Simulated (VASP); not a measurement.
A run of VASP 6.6.1 is set up as follows.

The input INCAR:

```
ALGO = Normal
EDIFF = 1E-6
EDIFFG = -0.005
ENCUT = 600
GGA = PE
IBRION = 2
ISIF = 3
ISMEAR = -1
LASPH = T
LCHARG = F
LREAL = F
LWAVE = F
NELM = 100
NSW = 32
PREC = Accurate
PSTRESS = 130.0
SIGMA = 0.08
```

The input KPOINTS:

```
k-points
0
Gamma
  13 13 13
```

The input POSCAR:

```
Si
1.0
    0.0000000000      2.6323102214      2.6323102214
    2.6323102214      0.0000000000      2.6323102214
    2.6323102214      2.6323102214      0.0000000000
Si
2
Direct
   -0.1250000000     -0.1250000000     -0.1250000000
    0.1250000000      0.1250000000      0.1250000000
```

Potentials or basis: VASP PAW PBE potentials, release 64 (Si).

Command:

```bash
$ cat potpaw_PBE.64/Si/POTCAR > POTCAR
$ mpirun -np 1 vasp_std > vasp.out
```

Task: Predict the space group after relaxing (to 0.1 Å).

Result: Fd-3m (No. 227).

Task: Predict the relaxed cell.

Result: a = 3.722 Å, b = 3.722 Å, c = 3.722 Å, α = 60.00°, β = 60.00°, γ = 60.00°.

Task: What does it give for the relaxed volume?

Result: 18.23 Å³/atom.

The path:
| step | energy change (eV) | largest force (eV/Å) | pressure (GPa) | volume (Å³) |
| --- | --- | --- | --- | --- |
| 1 | 0.0000 | 0.0000 | 12.92 | 36.48 |
| 2 | 0.0040 | 0.0000 | 13.10 | 36.43 |
| 3 | 0.0018 | 0.0000 | 13.00 | 36.46 |

Caveat: the cell is relaxed towards a set pressure, so the run minimises the enthalpy, not the energy.
